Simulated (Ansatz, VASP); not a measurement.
# RbCl in VASP and in Ansatz

File INCAR:

```
PREC = Accurate
ENCUT = 500
EDIFF = 1E-6
ISMEAR = 0
SIGMA = 0.1
LREAL = False
LASPH = True
NELM = 120
ALGO = Normal
ISIF = 2
LWAVE = False
LCHARG = False
GGA = PE
NBANDS = 15
GGA_COMPAT = False
```

The input KPOINTS:

```
Automatic mesh
0
Gamma
  6 6 6
```

POSCAR

```
RbCl
1.0
    0.0000000000      3.1333722452      3.1333722452
    3.1333722452      0.0000000000      3.1333722452
    3.1333722452      3.1333722452      0.0000000000
Rb Cl
1 1
Direct
    0.0000000000      0.0000000000      0.0000000000
    0.5000000000      0.5000000000      0.5000000000
```

Input for Ansatz:

```yaml
crystal:
  lattice:
    - [0.0, 3.1333722452, 3.1333722452]
    - [3.1333722452, 0.0, 3.1333722452]
    - [3.1333722452, 3.1333722452, 0.0]
  atoms:
    - { symbol: Rb, position: [0.0, 0.0, 0.0] }
    - { symbol: Cl, position: [0.5, 0.5, 0.5] }
basis:
  ecutwfc: 420
kpoints:
  mp_grid: { grid: [6, 6, 6] }
hamiltonian:
  xc: pbe
scf:
  occupations: { method: gaussian, width: 0.1 }
output:
  forces: true
  stress: true
  eigenvalues: true
```

Alike in both runs: task single point; functional PBE; k mesh 6 × 6 × 6; occupations gaussian, width 0.1 eV; no spin polarisation.

```csv
,VASP,Ansatz
version,VASP 6.6.1,Ansatz 0.2.0
potentials or method,"VASP PAW PBE potentials, release 64 (Rb_sv, Cl), cutoff 500 eV","scalar-relativistic, plane waves, PAW"
valence electrons in the cell,16,16
```

|  | VASP | Ansatz | Ansatz less VASP |
| --- | --- | --- | --- |
| gap on the k mesh at the Fermi level (eV) | 5.51 | 5.51 | +0.006 |
| least direct gap on the mesh (eV) | 5.51 | 5.51 | +0.006 |
| pressure (GPa) | 4.7 | 4.7 | -0.03 |

With one functional, cell and mesh, what is left measures potentials, basis and numerics.
